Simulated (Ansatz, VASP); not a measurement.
## Cu in VASP and in Ansatz

Contents of INCAR:

```
  PREC = Accurate
  ENCUT = 520
  EDIFF = 1E-6
  ISMEAR = 0
  SIGMA = 0.01
  LREAL = F
  LASPH = T
  NELM = 60
  ALGO = Fast
  ISIF = 2
  LWAVE = F
  LCHARG = T
  LDIPOL = T
  IDIPOL = 3
  DIPOL = 0.5 0.5 0.500
  GGA = PE
  LELF = T
  LVHAR = T
  LVACPOTAV = T
  NBANDS = 36
```

Contents of KPOINTS:

```
regular mesh
0
Gamma
  15 15 1
```

The input POSCAR:

```
Cu
1.0
    2.5680103728      0.0000000000      0.0000000000
   -1.2840051864      2.2239622200      0.0000000000
    0.0000000000      0.0000000000     23.3870563155
Cu
5
Direct
    0.3333333333      0.6666666667      0.3206902100
    0.6666666667      0.3333333333      0.4103451050
    0.3333333333      0.6666666667      0.5000000000
    0.6666666667      0.3333333333      0.5896548950
    0.3333333333      0.6666666667      0.6793097900
```

Input for Ansatz:

```yaml
crystal:
  lattice:
    - [2.5680103728, 0.0, 0.0]
    - [-1.2840051864, 2.22396222, 0.0]
    - [0.0, 0.0, 23.3870563155]
  atoms:
    - { symbol: Cu, position: [0.3333333333, 0.6666666667, 0.32069021] }
    - { symbol: Cu, position: [0.6666666667, 0.3333333333, 0.410345105] }
    - { symbol: Cu, position: [0.3333333333, 0.6666666667, 0.5] }
    - { symbol: Cu, position: [0.6666666667, 0.3333333333, 0.589654895] }
    - { symbol: Cu, position: [0.3333333333, 0.6666666667, 0.67930979] }
basis:
  ecutwfc: 420
kpoints:
  mp_grid: { grid: [15, 15, 1] }
hamiltonian:
  xc: pbe
scf:
  occupations: { method: gaussian, width: 0.01 }
  max_iter: 91
output:
  forces: true
  stress: true
  eigenvalues: true
efield:
  axis: 3
  dipole_correction: true
  ramp_width: 0.04
```

Alike in both runs: task single point; functional PBE; k mesh 15 × 15 × 1; occupations gaussian, width 0.01 eV; no spin polarisation.

```csv
,VASP,Ansatz
version,VASP 6.6.1,Ansatz 0.2.0
potentials or method,"VASP PAW PBE potentials, release 64 (Cu), cutoff 520 eV","scalar-relativistic, plane waves, PAW"
valence electrons in the cell,55,95
```

```tsv
	VASP	Ansatz	Ansatz less VASP
gap on the k mesh at the Fermi level (eV)	none	none	-
rms of the force components (eV/Å)	0.030	0.033	+0.0023
work function, face that differs most (eV)	4.79	4.82	+0.021
```

Atom by atom the forces differ by 0.007 eV/Å (rms over components). A gap of «none» marks a metal or a gap that the smearing closes. VASP's potentials hold 55 valence electrons a cell and Ansatz's 95, so a difference there can come from the potentials and not from the codes.
